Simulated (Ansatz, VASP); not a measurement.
# Ni3Ge in VASP and in Ansatz

Contents of POSCAR:

```
Ni3Ge
1.0
    3.5303341067      0.0000000000      0.0000000000
    0.0000000000      3.5303341067      0.0000000000
    0.0000000000      0.0000000000      3.5303341067
Ni Ge
3 1
Direct
    0.5000000000      0.0000000000      0.5000000000
    0.0000000000      0.5000000000      0.5000000000
    0.5000000000      0.5000000000      0.0000000000
    0.0000000000      0.0000000000      0.0000000000
```

File INCAR.step1:

```
SYSTEM = Ni3Ge
PREC     = Accurate       ! precision mode
ENCUT    = 520            ! plane-wave cutoff, eV
ISMEAR   = 0              ! smearing method
SIGMA    = 0.1            ! smearing width, eV
LREAL    = .FALSE.        ! projectors in reciprocal space
LASPH    = .TRUE.         ! aspherical terms in the spheres
NELM     = 100            ! most SCF steps
NBANDS   = 30             ! bands
GGA      = PE             ! functional
ALGO     = Normal         ! electronic algorithm
EDIFF    = 1E-4           ! SCF threshold, eV
LWAVE    = .TRUE.         ! write WAVECAR
LCHARG   = .FALSE.        ! write CHGCAR
```

The input INCAR.step2:

```
SYSTEM = Ni3Ge
PREC     = Accurate       ! precision mode
ENCUT    = 520            ! plane-wave cutoff, eV
EDIFF    = 1E-6           ! SCF threshold, eV
ISMEAR   = 0              ! smearing method
SIGMA    = 0.1            ! smearing width, eV
LREAL    = .FALSE.        ! projectors in reciprocal space
LASPH    = .TRUE.         ! aspherical terms in the spheres
NELM     = 100            ! most SCF steps
ALGO     = Normal         ! electronic algorithm
ISIF     = 2              ! what is computed and relaxed
LWAVE    = .FALSE.        ! write WAVECAR
LCHARG   = .FALSE.        ! write CHGCAR
METAGGA  = R2SCAN         ! meta-GGA
LMIXTAU  = .TRUE.       
NBANDS   = 30             ! bands
ISTART   = 1
```

The input KPOINTS:

```
Automatic mesh
0
G
  18 18 18
  0 0 0
```

Input for Ansatz:

```yaml
crystal:
  lattice:
    - [3.5303341067, 0.0, 0.0]
    - [0.0, 3.5303341067, 0.0]
    - [0.0, 0.0, 3.5303341067]
  atoms:
    - { symbol: Ni, position: [0.5, 0.0, 0.5] }
    - { symbol: Ni, position: [0.0, 0.5, 0.5] }
    - { symbol: Ni, position: [0.5, 0.5, 0.0] }
    - { symbol: Ge, position: [0.0, 0.0, 0.0] }
basis:
  ecutwfc: 500
kpoints:
  mp_grid: { grid: [18, 18, 18] }
hamiltonian:
  xc: r2scan
scf:
  occupations: { method: gaussian, width: 0.1 }
output:
  forces: true
  stress: true
  eigenvalues: true
```

Alike in both runs: task single point; functional r2SCAN; k mesh 18 × 18 × 18; occupations gaussian, width 0.1 eV; no spin polarisation.

```csv
,VASP,Ansatz
version,VASP 6.6.1,Ansatz 0.2.0
potentials or method,"VASP PAW PBE potentials, release 64 (Ni, Ge_d), cutoff 520 eV","scalar-relativistic, plane waves, PAW"
valence electrons in the cell,44,68
```

Ansatz gave:

| Property | Result |
| --- | --- |
| gap on the k mesh at the Fermi level (eV) | none |
| pressure (GPa) | 0.4 |

Task: Estimate VASP's values.

Result: gap on the k mesh at the Fermi level (eV): none; pressure (GPa): 0.8.

VASP's potentials were made for PBE, not for r2SCAN. A gap of «none» marks a metal or a gap that the smearing closes. VASP's potentials hold 44 valence electrons a cell and Ansatz's 68, so a difference there can come from the potentials and not from the codes.
